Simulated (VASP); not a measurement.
# CdS (Greenockite) (P6_3mc) in VASP: a series of runs

Runs on CdS (Greenockite). Level: PBE. Tasks: single point.

Everything below comes from runs of VASP 6.6.1. Logs are shortened: lines on timing, memory, paths and dates and some standing lists are left out, and cuts for length are marked.

## Step 1: The cell of the first run

The structure is hexagonal, space group P6_3mc (No. 186). The conventional cell has a = 4.150 Å, b = 4.150 Å, c = 6.737 Å, α = 90.00°, β = 90.00°, γ = 120.00°. Cd (site symmetry 3m) has 4 S at 2.53 to 2.54 Å within 3.3 Å. S (site symmetry 3m) has 4 Cd at 2.53 to 2.54 Å within 3.3 Å.

## Step 2: Single point, PBE

INCAR

```
SYSTEM = CdS
PREC = Accurate
ENCUT = 500
EDIFF = 1E-6
ISMEAR = 0
SIGMA = 0.01
LREAL = .False.
LASPH = .True.
NELM = 120
ALGO = Normal
ISIF = 2
LWAVE = .False.
LCHARG = .False.
GGA = PE
NBANDS = 26
GGA_COMPAT = .False.
```

KPOINTS

```
regular mesh
0
Gamma
  4 4 2
  0 0 0
```

POSCAR

```
CdS
1.0
    4.1500000000      0.0000000000      0.0000000000
   -2.0750000000      3.5940054300      0.0000000000
    0.0000000000      0.0000000000      6.7370000000
Cd S
2 2
Direct
    0.3333333300      0.6666666700      0.0000000000
    0.6666666700      0.3333333300      0.5000000000
    0.3333333300      0.6666666700      0.3750000000
    0.6666666700      0.3333333300      0.8750000000
```

Potentials or basis: VASP PAW PBE potentials, release 64 (Cd, S).

On the command line:

```bash
cat potpaw_PBE.64/Cd/POTCAR potpaw_PBE.64/S/POTCAR > POTCAR
mpirun -np 1 vasp_std > vasp.out
```

OUTCAR:

```text
SYSTEM = CdS
   PREC = Accurate
   ENCUT = 500
   EDIFF = 1E-6
   ISMEAR = 0
   LREAL = .False.
   LASPH = .True.
   NELM = 120
   ISIF = 2
   GGA = PE

 ion  position               nearest neighbor table
   1  0.333  0.667  0.000-   3 2.53   4 2.54   4 2.54   4 2.54
   2  0.667  0.333  0.500-   4 2.53   3 2.54   3 2.54   3 2.54
   3  0.333  0.667  0.375-   1 2.53   2 2.54   2 2.54   2 2.54
   4  0.667  0.333  0.875-   2 2.53   1 2.54   1 2.54   1 2.54

  LATTYP: Found a hexagonal cell.
 ALAT       =     4.1500000000
 C/A-ratio  =     1.6233734940

  Lattice vectors:

 A1 = (   4.1500000000,   0.0000000000,   0.0000000000)
 A2 = (  -2.0750000000,   3.5940054300,   0.0000000000)
 A3 = (   0.0000000000,   0.0000000000,   6.7370000000)

Analysis of symmetry for initial positions (statically):
=====================================================================
 Subroutine PRICEL returns:
 Original cell was already a primitive cell.

 Routine SETGRP: Setting up the symmetry group for a
 hexagonal supercell.

 Subroutine GETGRP returns: Found 12 space group operations
 (whereof  6 operations were pure point group operations)
 out of a pool of 24 trial point group operations.

The static configuration has the point symmetry C_3v.
 The point group associated with its full space group is C_6v.

Analysis of symmetry for dynamics (positions and initial velocities):
=====================================================================
 Subroutine PRICEL returns:
 Original cell was already a primitive cell.

 Routine SETGRP: Setting up the symmetry group for a
 hexagonal supercell.

 Subroutine GETGRP returns: Found 12 space group operations
 (whereof  6 operations were pure point group operations)
 out of a pool of 24 trial point group operations.

The dynamic configuration has the point symmetry C_3v.
 The point group associated with its full space group is C_6v.

 Subroutine INISYM returns: Found 12 space group operations
 (whereof  6 operations are pure point group operations),
 and found     1 'primitive' translations

----------------------------------------------------------------------------------------

                                     Primitive cell

  volume of cell :     100.4832

  direct lattice vectors                    reciprocal lattice vectors
     4.150000000  0.000000000  0.000000000     0.240963855  0.139120547  0.000000000
    -2.075000000  3.594005430  0.000000000     0.000000000  0.278241093  0.000000000
     0.000000000  0.000000000  6.737000000     0.000000000  0.000000000  0.148434021

  length of vectors
     4.150000000  4.150000004  6.737000000     0.278241094  0.278241093  0.148434021

  position of ions in fractional coordinates (direct lattice)
     0.333333330  0.666666670  0.000000000
     0.666666670  0.333333330  0.500000000
     0.333333330  0.666666670  0.375000000
     0.666666670  0.333333330  0.875000000

  ion indices of the primitive-cell ions
   primitive index   ion index
                 1           1
                 2           2
                 3           3
                 4           4

----------------------------------------------------------------------------------------

 KPOINTS: regular mesh

Automatic generation of k-mesh.
 Grid dimensions read from file:
 generate k-points for:    4    4    2

 Generating k-lattice:

  Cartesian coordinates                     Fractional coordinates (reciprocal lattice)
     0.060240964  0.034780137  0.000000000     0.250000000  0.000000000  0.000000000
     0.000000000  0.069560273  0.000000000     0.000000000  0.250000000  0.000000000
     0.000000000  0.000000000  0.074217011     0.000000000  0.000000000  0.500000000

  Length of vectors
     0.069560273  0.069560273  0.074217011

  Shift w.r.t. Gamma in fractional coordinates (k-lattice)
     0.000000000  0.000000000  0.000000000

 Subroutine IBZKPT returns following result:
 ===========================================

 Found      8 irreducible k-points:

 Following reciprocal coordinates:
            Coordinates               Weight
  0.000000  0.000000  0.000000      1.000000
  0.250000  0.000000  0.000000      6.000000
  0.500000  0.000000  0.000000      3.000000
  0.250000  0.250000  0.000000      6.000000
  0.000000  0.000000  0.500000      1.000000
  0.250000  0.000000  0.500000      6.000000
  0.500000  0.000000  0.500000      3.000000
  0.250000  0.250000  0.500000      6.000000
   k-points           NKPTS =      8   k-points in BZ     NKDIM =      8   number of bands    NBANDS=     26
   number of dos      NEDOS =    301   number of ions     NIONS =      4
   total plane-waves  NPLWV =  45000
   dimension x,y,z NGX =    30 NGY =   30 NGZ =   50
   dimension x,y,z NGXF=    60 NGYF=   60 NGZF=  100
   ions per type =               2   2
   NGX,Y,Z   is equivalent  to a cutoff of  12.02, 12.02, 12.34 a.u.
   NGXF,Y,Z  is equivalent  to a cutoff of  24.04, 24.04, 24.68 a.u.
 SYSTEM =  CdS
   PREC   = accura    normal or accurate (medium, high low for compatibility)
   ISTART =      0    job   : 0-new  1-cont  2-samecut
   ICHARG =      2    charge: 1-file 2-atom 10-const
   ISPIN  =      1    spin polarized calculation?
   LNONCOLLINEAR =      F non collinear calculations
   LSORBIT =      F    spin-orbit coupling
   LASPH  =      T    aspherical Exc in radial PAW
   ENCUT  =  500.0 eV  36.75 Ry    6.06 a.u.   7.57  7.57 12.28*2*pi/ulx,y,z
   NELM   =    120;   NELMIN=  2; NELMDL= -5     # of ELM steps
   EDIFF  = 0.1E-05   stopping-criterion for ELM
   LREAL  =      F    real-space projection
   EDIFFG = 0.1E-04   stopping-criterion for IOM
   NSW    =      0    number of steps for IOM
   IBRION =     -1    ionic relax: 0-MD 1-quasi-New 2-CG
   NFREE  =      0    steps in history (QN), initial steepest desc. (CG)
   ISIF   =      2    stress and relaxation
   ISYM   =      2    0-nonsym 1-usesym 2-fastsym
   POTIM  = 0.5000    time-step for ionic-motion
   TEBEG  =    0.0;   TEEND  =   0.0 temperature during run
   PSTRESS=    0.0 pullay stress
   NELECT =      36.0000    total number of electrons
   NUPDOWN=      -1.0000    fix difference up-down
   EMIN   =  10.00;   EMAX   =-10.00  energy-range for DOS
   EFERMI =   0.00;   METHOD = LEGACY
   ISMEAR =     0;   SIGMA  =   0.01  broadening in eV -4-tet -1-fermi 0-gaus
   EFERMI_NEDOS =   21; number of points for ismear=-14 and -15
   IALGO  =     38    algorithm
   IMIX   =      4    mixing-type and parameters
     AMIX     =   0.40;   BMIX     =  1.00
     AMIX_MAG =   1.60;   BMIX_MAG =  1.00
  volume/ion in A,a.u.               =      25.12       169.52
  Fermi-wavevector in a.u.,A,eV,Ry     =   1.162727  2.197236 18.394190  1.351935
  Thomas-Fermi vector in A             =   2.299285
   LORBIT       =      0    0 simple, 1 ext, 2 COOP (PROOUT), +10 PAW based schemes
   GGA     = PE    functional components
   LHFCALC =     F    Hartree Fock is set to
   AEXX    =    0.0000 exact exchange contribution
   IVDW    =     0    specifies the selected vdW correction
   LEPSILON=     F    determine dielectric tensor
   LRPA    =     F    only Hartree local field effects (RPA)
 non-spin polarized calculation
 Gauss-broadening in eV      SIGMA  =   0.01
  energy-cutoff  :      500.00
  volume of cell :      100.48
 maximum number of plane-waves:      2567
   NGX = 15   NGY = 15   NGZ = 25

 number of electron      35.9999973 magnetization

 Free energy of the ion-electron system (eV)
  ---------------------------------------------------
  ext. energy  EPLUGINS =         0.00000000
  ---------------------------------------------------
  free energy    TOTEN  =       -12.23301928 eV

  energy without entropy =      -12.23301928  energy(sigma->0) =      -12.23301928

 E-fermi :   1.3083     XC(G=0):  -9.0803

 val. band max:        1.2174507218   @ k =   0.0000   0.0000   0.0000
 cond. band min:       2.4105503329   @ k =   0.0000   0.0000   0.0000
 fundamental gap:      1.1930996112
 Fermi energy:         1.3083139613

 k-point     1 :       0.0000    0.0000    0.0000
  band No.  band energies     occupation
      1     -11.0783      2.00000
      2     -10.6532      2.00000
      3      -6.4673      2.00000
      4      -6.4449      2.00000
      5      -6.4449      2.00000
      6      -6.3597      2.00000
[... 18 lines left out ...]
     25       8.7973      0.00000
     26       8.9180      0.00000

 k-point     2 :       0.2500    0.0000    0.0000
  band No.  band energies     occupation
      1     -10.8896      2.00000
      2     -10.5791      2.00000
      3      -6.4034      2.00000
      4      -6.3799      2.00000
      5      -6.3020      2.00000
      6      -6.2551      2.00000
[... 18 lines left out ...]
     25       9.2219      0.00000
     26       9.6991      0.00000

 k-point     3 :       0.5000    0.0000    0.0000
  band No.  band energies     occupation
      1     -10.6687      2.00000
      2     -10.5357      2.00000
      3      -6.3625      2.00000
      4      -6.3413      2.00000
      5      -6.1651      2.00000
      6      -6.1546      2.00000
[... 18 lines left out ...]
     25       9.5993      0.00000
     26      11.3510      0.00000

 k-point     4 :       0.2500    0.2500    0.0000
  band No.  band energies     occupation
      1     -10.6706      2.00000
      2     -10.5364      2.00000
      3      -6.3798      2.00000
      4      -6.2992      2.00000
      5      -6.2016      2.00000
      6      -6.1689      2.00000
[... 18 lines left out ...]
     25       9.0582      0.00000
     26      10.6199      0.00000

 k-point     5 :       0.0000    0.0000    0.5000
  band No.  band energies     occupation
      1     -10.8616      2.00000
      2     -10.8616      2.00000
      3      -6.4091      2.00000
      4      -6.4091      2.00000
      5      -6.4091      2.00000
      6      -6.4091      2.00000
[... 18 lines left out ...]
     25       8.0376      0.00000
     26       8.0376      0.00000

 k-point     6 :       0.2500    0.0000    0.5000
  band No.  band energies     occupation
      1     -10.7265      2.00000
      2     -10.7265      2.00000
      3      -6.3463      2.00000
      4      -6.3463      2.00000
      5      -6.3196      2.00000
      6      -6.3196      2.00000
[... 18 lines left out ...]
     25       8.9802      0.00000
     26       8.9802      0.00000

 k-point     7 :       0.5000    0.0000    0.5000
  band No.  band energies     occupation
      1     -10.5918      2.00000
      2     -10.5918      2.00000
      3      -6.3317      2.00000
      4      -6.3317      2.00000
      5      -6.2439      2.00000
      6      -6.2439      2.00000
[... 18 lines left out ...]
     25       9.6014      0.00000
     26       9.6014      0.00000

 k-point     8 :       0.2500    0.2500    0.5000
  band No.  band energies     occupation
      1     -10.5930      2.00000
      2     -10.5930      2.00000
      3      -6.2986      2.00000
      4      -6.2986      2.00000
      5      -6.2550      2.00000
      6      -6.2550      2.00000
[... 18 lines left out ...]
     25       9.5025      0.00000
     26       9.5025      0.00000

------------------------ aborting loop because EDIFF is reached ----------------------------------------

  FORCE on cell =-STRESS in cart. coord.  units (eV):
  Direction    XX          YY          ZZ          XY          YZ          ZX
  --------------------------------------------------------------------------------------
  -------------------------------------------------------------------------------------
  Total        1.4479697      1.4479697      1.7146537      0.0000000     -0.0000000     -0.0000000
  in kB       23.0874885     23.0874885     27.3396930      0.0000000     -0.0000000     -0.0000000
  external PRESSURE =      24.5048900 kB  Pullay stress =       0.0000000 kB

 VOLUME and BASIS-vectors are now :
 -----------------------------------------------------------------------------
  energy-cutoff  :      500.00
  volume of cell :      100.48
      direct lattice vectors                 reciprocal lattice vectors
     4.150000000  0.000000000  0.000000000     0.240963855  0.139120547  0.000000000
    -2.075000000  3.594005430  0.000000000     0.000000000  0.278241093  0.000000000
     0.000000000  0.000000000  6.737000000     0.000000000  0.000000000  0.148434021

 POSITION                                       TOTAL-FORCE (eV/Angst)
 -----------------------------------------------------------------------------------
     -0.00000      2.39600      0.00000        -0.000000      0.000000     -0.055683
      2.07500      1.19800      3.36850        -0.000000     -0.000000     -0.055683
     -0.00000      2.39600      2.52637         0.000000      0.000000      0.055683
      2.07500      1.19800      5.89487         0.000000     -0.000000      0.055683
 -----------------------------------------------------------------------------------
    total drift:                               -0.000015      0.000008     -0.000706

  FREE ENERGIE OF THE ION-ELECTRON SYSTEM (eV)
  ---------------------------------------------------
  free  energy   TOTEN  =       -12.2330192845 eV

  energy  without entropy=      -12.2330192845  energy(sigma->0) =      -12.23301928
```

Wall time 26 s (1 thread of Intel Xeon Platinum 8259CL at 2.50GHz (Skylake/Cascade Lake), shared host); peak memory 0.2 GiB.

What came out:

```yaml
Free_energy: -12.2330 eV
Pressure: 2.5 GPa
Largest_force: 0.056 eV/Å
Band_gap_on_the_k_mesh: 1.19 eV, direct
```

Forces in eV/Å, atoms in the order of the input:
```
Cd   0.000  0.000 -0.056
Cd   0.000  0.000 -0.056
S    0.000  0.000  0.056
S    0.000  0.000  0.056
```

Caveat: the k points lie up to 0.47 Å⁻¹ apart.

## Step 3: Single point, PBE

INCAR

```
PREC     = Accurate       # precision mode
ENCUT    = 500            # plane-wave cutoff, eV
EDIFF    = 1E-6           # SCF threshold, eV
ISMEAR   = 0              # smearing method
SIGMA    = 0.01           # smearing width, eV
LREAL    = False          # projectors in reciprocal space
LASPH    = True           # aspherical terms in the spheres
NELM     = 120            # most SCF steps
ALGO     = Normal         # electronic algorithm
ISIF     = 2              # what is computed and relaxed
LWAVE    = False          # write WAVECAR
LCHARG   = False          # write CHGCAR
GGA      = PE             # functional
NBANDS   = 26             # bands
GGA_COMPAT= False
```

KPOINTS

```
Automatic mesh
0
Gamma
  4 4 3
```

POSCAR is that of step 2.

Potentials or basis: VASP PAW PBE potentials, release 64 (Cd, S).

On the command line:

```bash
cat potpaw_PBE.64/Cd/POTCAR potpaw_PBE.64/S/POTCAR > POTCAR
mpirun -np 1 vasp_std > vasp.out
```

It took 22 s on 1 thread of Intel Xeon Platinum 8259CL at 2.50GHz (Skylake/Cascade Lake), shared host; peak memory 0.2 GiB.

It converged, with:

```
Free energy            : -12.2343 eV
Pressure               : 2.5 GPa
Largest force          : 0.057 eV/Å
Band gap on the k mesh : 1.19 eV, direct
```

Forces in eV/Å, atoms in the order of the input:
```
Cd   0.000  0.000 -0.057
Cd   0.000  0.000 -0.057
S    0.000  0.000  0.057
S    0.000  0.000  0.057
```

Stress tensor (GPa, compression positive):
```
2.33 0.00 0.00
0.00 2.33 0.00
0.00 0.00 2.79
```

Levels at points of the mesh, in eV from the valence-band top:
```
           k point  band 16  band 17  band 18  band 19  band 20  band 21
(0.00, 0.00, 0.00)    -0.04     0.00     0.00     1.19     2.78     6.46
(0.50, 0.00, 0.00)    -1.85    -1.29    -0.73     3.70     3.88     5.11
```

Caveat: the k points lie up to 0.44 Å⁻¹ apart.
